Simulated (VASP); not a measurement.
# Al (Pm) in VASP: single point with PBEsol

Aim: the single point of Al with PBEsol.

Everything below comes from runs of VASP 6.6.1. Logs are shortened: lines on timing, memory, paths and dates and some standing lists are left out, and cuts for length are marked.

### 1 The cell of the first run

Symmetry: Pm, No. 6, monoclinic system. The conventional cell has a = 2.836 Å, b = 9.322 Å, c = 2.836 Å, α = 90.00°, β = 120.00°, γ = 90.00°. Al (site symmetry 1) has 12 Al at 2.77 to 2.93 Å within 3.6 Å. Within 3.6 Å of Al (site symmetry m) lie 12 Al at 2.77 to 2.93 Å. Within 3.7 Å of Al (site symmetry m) lie 12 Al at 2.84 to 2.85 Å.

### 2 Single point, PBEsol (atom 2 (Al) moved +0.167 Å towards its neighbour atom 2 (Al) at 2.836 Å)

The input, INCAR:

```
SYSTEM = Al
PREC = Accurate ; ENCUT = 520
EDIFF = 1E-6 ; ISMEAR = 0
SIGMA = 0.15 ; LREAL = .False.
LASPH = .True. ; NELM = 60
ALGO = Fast ; ISIF = 2
LWAVE = .False. ; LCHARG = .False.
GGA = PS ; NBANDS = 14
```

The input, KPOINTS:

```
Automatic mesh
0
Gamma
  18 18 6
  0 0 0
```

The input, POSCAR:

```
Al
1.0
    2.8362844918      0.0000000000      0.0000000000
   -1.4181422459      2.4562944222      0.0000000000
    0.0000000000      0.0000000000      9.3221494563
Al
4
Direct
    0.0000000000      0.0000000000      0.0000000000
    0.2745592574      0.6078925908      0.2500000000
    0.0000000000      0.0000000000      0.5000000000
    0.6666666667      0.3333333333      0.7500000000
```

Potentials or basis: VASP PAW PBE potentials, release 64 (Al).

Started as:

```sh
> cat potpaw_PBE.64/Al/POTCAR > POTCAR
> mpirun -np 1 vasp_std > vasp.out
```

OUTCAR:

```text
SYSTEM = Al
   PREC = Accurate
   ENCUT = 520
   EDIFF = 1E-6
   ISMEAR = 0
   LREAL = .False.
   LASPH = .True.
   NELM = 60
   ISIF = 2
   GGA = PS

 ion  position               nearest neighbor table
   1  0.000  0.000  0.000-   2 2.77   4 2.85   4 2.85   4 2.85   2 2.85   2 2.93
   2  0.275  0.608  0.250-   1 2.77   3 2.77   1 2.85   3 2.85   1 2.93   3 2.93
   3  0.000  0.000  0.500-   2 2.77   4 2.85   4 2.85   4 2.85   2 2.85   2 2.93
   4  0.667  0.333  0.750-   1 2.85   3 2.85   1 2.85   3 2.85   1 2.85   3 2.85

  LATTYP: Found a hexagonal cell.
 ALAT       =     2.8362844918
 C/A-ratio  =     3.2867469689

  Lattice vectors:

 A1 = (   2.8362844918,   0.0000000000,   0.0000000000)
 A2 = (  -1.4181422459,   2.4562944222,   0.0000000000)
 A3 = (   0.0000000000,   0.0000000000,   9.3221494563)

Analysis of symmetry for initial positions (statically):
=====================================================================
 Subroutine PRICEL returns:
 Original cell was already a primitive cell.

 Routine SETGRP: Setting up the symmetry group for a
 hexagonal supercell.

 Subroutine GETGRP returns: Found  2 space group operations
 (whereof  1 operations were pure point group operations)
 out of a pool of 24 trial point group operations.

The static configuration has the point symmetry C_1 .
 The point group associated with its full space group is C_1h.

Analysis of symmetry for dynamics (positions and initial velocities):
=====================================================================
 Subroutine PRICEL returns:
 Original cell was already a primitive cell.

 Routine SETGRP: Setting up the symmetry group for a
 hexagonal supercell.

 Subroutine GETGRP returns: Found  2 space group operations
 (whereof  1 operations were pure point group operations)
 out of a pool of 24 trial point group operations.

The dynamic configuration has the point symmetry C_1 .
 The point group associated with its full space group is C_1h.

 Subroutine INISYM returns: Found  2 space group operations
 (whereof  1 operations are pure point group operations),
 and found     1 'primitive' translations

----------------------------------------------------------------------------------------

                                     Primitive cell

  volume of cell :      64.9451

  direct lattice vectors                    reciprocal lattice vectors
     2.836284492  0.000000000  0.000000000     0.352573941  0.203558660  0.000000000
    -1.418142246  2.456294422  0.000000000     0.000000000  0.407117319  0.000000000
     0.000000000  0.000000000  9.322149456     0.000000000  0.000000000  0.107271398

  length of vectors
     2.836284492  2.836284492  9.322149456     0.407117319  0.407117319  0.107271398

  position of ions in fractional coordinates (direct lattice)
     0.000000000  0.000000000  0.000000000
     0.274559257  0.607892591  0.250000000
     0.000000000  0.000000000  0.500000000
     0.666666667  0.333333333  0.750000000

  ion indices of the primitive-cell ions
   primitive index   ion index
                 1           1
                 2           2
                 3           3
                 4           4

----------------------------------------------------------------------------------------

 KPOINTS: Automatic mesh

Automatic generation of k-mesh.
 Grid dimensions read from file:
 generate k-points for:   18   18    6

 Generating k-lattice:

  Cartesian coordinates                     Fractional coordinates (reciprocal lattice)
     0.019587441  0.011308814  0.000000000     0.055555556  0.000000000  0.000000000
     0.000000000  0.022617629  0.000000000     0.000000000  0.055555556  0.000000000
     0.000000000  0.000000000  0.017878566     0.000000000  0.000000000  0.166666667

  Length of vectors
     0.022617629  0.022617629  0.017878566

  Shift w.r.t. Gamma in fractional coordinates (k-lattice)
     0.000000000  0.000000000  0.000000000

 Subroutine IBZKPT returns following result:
 ===========================================

 Found    656 irreducible k-points:

 Following reciprocal coordinates:
            Coordinates               Weight
  0.000000  0.000000  0.000000      1.000000
  0.055556  0.000000  0.000000      2.000000
  0.000000  0.055556  0.000000      2.000000
 -0.055556  0.055556  0.000000      2.000000
  0.111111  0.000000  0.000000      2.000000
  0.000000  0.111111  0.000000      2.000000
[... 16 lines left out ...]
  0.444444  0.000000  0.000000      2.000000
  0.000000  0.444444  0.000000      2.000000
 [... further k-points ...]
   k-points           NKPTS =    656   k-points in BZ     NKDIM =    656   number of bands    NBANDS=     14
   number of dos      NEDOS =    301   number of ions     NIONS =      4
   total plane-waves  NPLWV =  40320
   dimension x,y,z NGX =    24 NGY =   24 NGZ =   70
   dimension x,y,z NGXF=    48 NGYF=   48 NGZF=  140
   ions per type =               4
   NGX,Y,Z   is equivalent  to a cutoff of  14.07, 14.07, 12.48 a.u.
   NGXF,Y,Z  is equivalent  to a cutoff of  28.13, 28.13, 24.97 a.u.
 SYSTEM =  Al
   PREC   = accura    normal or accurate (medium, high low for compatibility)
   ISTART =      0    job   : 0-new  1-cont  2-samecut
   ICHARG =      2    charge: 1-file 2-atom 10-const
   ISPIN  =      1    spin polarized calculation?
   LNONCOLLINEAR =      F non collinear calculations
   LSORBIT =      F    spin-orbit coupling
   LASPH  =      T    aspherical Exc in radial PAW
   ENCUT  =  520.0 eV  38.22 Ry    6.18 a.u.   5.27  5.27 17.33*2*pi/ulx,y,z
   NELM   =     60;   NELMIN=  2; NELMDL= -5     # of ELM steps
   EDIFF  = 0.1E-05   stopping-criterion for ELM
   LREAL  =      F    real-space projection
[... 7 lines left out ...]
   TEBEG  =    0.0;   TEEND  =   0.0 temperature during run
   PSTRESS=    0.0 pullay stress
   NELECT =      12.0000    total number of electrons
   NUPDOWN=      -1.0000    fix difference up-down
   EMIN   =  10.00;   EMAX   =-10.00  energy-range for DOS
   EFERMI =   0.00;   METHOD = LEGACY
   ISMEAR =     0;   SIGMA  =   0.15  broadening in eV -4-tet -1-fermi 0-gaus
   EFERMI_NEDOS =   21; number of points for ismear=-14 and -15
   IALGO  =     68    algorithm
   IMIX   =      4    mixing-type and parameters
     AMIX     =   0.40;   BMIX     =  1.00
     AMIX_MAG =   1.60;   BMIX_MAG =  1.00
  volume/ion in A,a.u.               =      16.24       109.57
  Fermi-wavevector in a.u.,A,eV,Ry     =   0.932438  1.762052 11.829450  0.869440
  Thomas-Fermi vector in A             =   2.059035
   LORBIT       =      0    0 simple, 1 ext, 2 COOP (PROOUT), +10 PAW based schemes
   GGA     = PS    functional components
   LHFCALC =     F    Hartree Fock is set to
   AEXX    =    0.0000 exact exchange contribution
   IVDW    =     0    specifies the selected vdW correction
   LEPSILON=     F    determine dielectric tensor
   LRPA    =     F    only Hartree local field effects (RPA)
 non-spin polarized calculation
 RMM-DIIS sequential band-by-band and
 Gauss-broadening in eV      SIGMA  =   0.15
  energy-cutoff  :      520.00
  volume of cell :       64.95
 maximum number of plane-waves:      1772
 NGX is ok and might be reduce to    24
   NGX = 11   NGY = 11   NGZ = 35

 number of electron      12.0000000 magnetization

 Free energy of the ion-electron system (eV)
  ---------------------------------------------------
  ext. energy  EPLUGINS =         0.00000000
  ---------------------------------------------------
  free energy    TOTEN  =       -16.31015600 eV

  energy without entropy =      -16.29261224  energy(sigma->0) =      -16.30138412

 E-fermi :   8.1057     XC(G=0): -10.3160

 val. band max:        8.0935370601   @ k =  -0.2222   0.5000   0.0000
 cond. band min:       8.1070871844   @ k =   0.3889   0.1667   0.1667
 fundamental gap:      0.0135501243
 Fermi energy:         8.1056763436

 k-point     1 :       0.0000    0.0000    0.0000
  band No.  band energies     occupation
      1      -3.1247      2.00000
      2      -1.4350      2.00000
      3      -1.4290      2.00000
      4       3.4249      2.00000
      5       3.6414      2.00000
      6      11.4587      0.00000
      7      11.4696      0.00000
      8      18.9508      0.00000
      9      19.0191      0.00000
     10      19.1411      0.00000
     11      19.1859      0.00000
     12      20.0143      0.00000
     13      20.1150      0.00000
     14      20.2500      0.00000

 k-point     2 :       0.0556    0.0000    0.0000
  band No.  band energies     occupation
      1      -3.0490      2.00000
      2      -1.3602      2.00000
      3      -1.3542      2.00000
      4       3.4949      2.00000
      5       3.7153      2.00000
      6      11.5185      0.00000
      7      11.5322      0.00000
      8      17.3547      0.00000
      9      17.9698      0.00000
     10      18.6749      0.00000
     11      18.7892      0.00000
     12      19.2387      0.00000
     13      19.3858      0.00000
     14      19.4207      0.00000

 k-point     3 :       0.0000    0.0556    0.0000
  band No.  band energies     occupation
      1      -3.0490      2.00000
      2      -1.3602      2.00000
      3      -1.3542      2.00000
      4       3.4950      2.00000
      5       3.7152      2.00000
      6      11.5203      0.00000
      7      11.5332      0.00000
      8      17.3613      0.00000
      9      17.9828      0.00000
     10      18.7250      0.00000
     11      18.7822      0.00000
     12      19.1974      0.00000
     13      19.3959      0.00000
     14      19.4235      0.00000
[... 324 lines left out ...]
 k-point    23 :       0.4444    0.0000    0.0000
  band No.  band energies     occupation
      1       1.6339      2.00000
      2       3.2485      2.00000
      3       3.2575      2.00000
      4       4.2285      2.00000
      5       5.8510      2.00000
      6       5.8816      2.00000
      7       7.9624      1.82328
      8       8.4156      0.00348
      9      10.5356      0.00000
     10      10.8409      0.00000
     11      13.9163      0.00000
     12      14.8920      0.00000
     13      15.3397      0.00000
     14      15.3735      0.00000

 k-point    24 :       0.0000    0.4444    0.0000
  band No.  band energies     occupation
      1       1.6338      2.00000
      2       3.2441      2.00000
      3       3.2487      2.00000
      4       4.2172      2.00000
      5       5.8973      2.00000
      6       5.9164      2.00000
      7       7.9528      1.85064
      8       8.4437      0.00144
      9      10.4799      0.00000
     10      10.8494      0.00000
     11      13.9280      0.00000
     12      14.7176      0.00000
     13      15.3346      0.00000
     14      15.3779      0.00000

 [... further k-points ...]

------------------------ aborting loop because EDIFF is reached ----------------------------------------

  FORCE on cell =-STRESS in cart. coord.  units (eV):
  Direction    XX          YY          ZZ          XY          YZ          ZX
  --------------------------------------------------------------------------------------
  -------------------------------------------------------------------------------------
  Total       -0.0224450      0.1099403      0.1580230     -0.0409730      0.0000000      0.0000000
  in kB       -0.5537125      2.7121976      3.8983845     -1.0107938      0.0000000      0.0000000
  external PRESSURE =       2.0189565 kB  Pullay stress =       0.0000000 kB

 VOLUME and BASIS-vectors are now :
 -----------------------------------------------------------------------------
  energy-cutoff  :      520.00
  volume of cell :       64.95
      direct lattice vectors                 reciprocal lattice vectors
     2.836284492  0.000000000  0.000000000     0.352573941  0.203558660  0.000000000
    -1.418142246  2.456294422  0.000000000     0.000000000  0.407117319  0.000000000
     0.000000000  0.000000000  9.322149456     0.000000000  0.000000000  0.107271398

 POSITION                                       TOTAL-FORCE (eV/Angst)
 -----------------------------------------------------------------------------------
      0.00000      0.00000      0.00000        -0.028818     -0.085255     -0.027375
     -0.08335      1.49316      2.33054         0.068807      0.184696      0.000000
      0.00000      0.00000      4.66107        -0.028818     -0.085255      0.027375
      1.41814      0.81876      6.99161        -0.011172     -0.014186      0.000000
 -----------------------------------------------------------------------------------
    total drift:                                0.000000      0.000000      0.000000

  FREE ENERGIE OF THE ION-ELECTRON SYSTEM (eV)
  ---------------------------------------------------
  free  energy   TOTEN  =       -16.3101560008 eV

  energy  without entropy=      -16.2926122390  energy(sigma->0) =      -16.30138412
```

Run time: 13 min. Hardware: 1 thread of Intel Xeon 8259CL, shared host; peak memory 0.53 GiB.

Results:

```yaml
Free_energy: -16.3102 eV
Pressure: 0.2 GPa
Largest_force: 0.197 eV/Å
Band_gap_on_the_k_mesh: zero (bands 6 and 7 overlap by 5.48 eV)
```

Forces in eV/Å, atoms in the order of the input:
```
Al  -0.029 -0.085 -0.027
Al   0.069  0.185  0.000
Al  -0.029 -0.085  0.027
Al  -0.011 -0.014  0.000
```

Stress tensor (GPa, compression positive):
```
-0.06 -0.10  0.00
-0.10  0.27  0.00
 0.00  0.00  0.39
```

Caveat: the cell differs from its parent crystal (atom 2 (Al) moved +0.167 Å towards its neighbour atom 2 (Al) at 2.836 Å); the PAW data sets were made with another functional, which shifts forces and pressure a little.
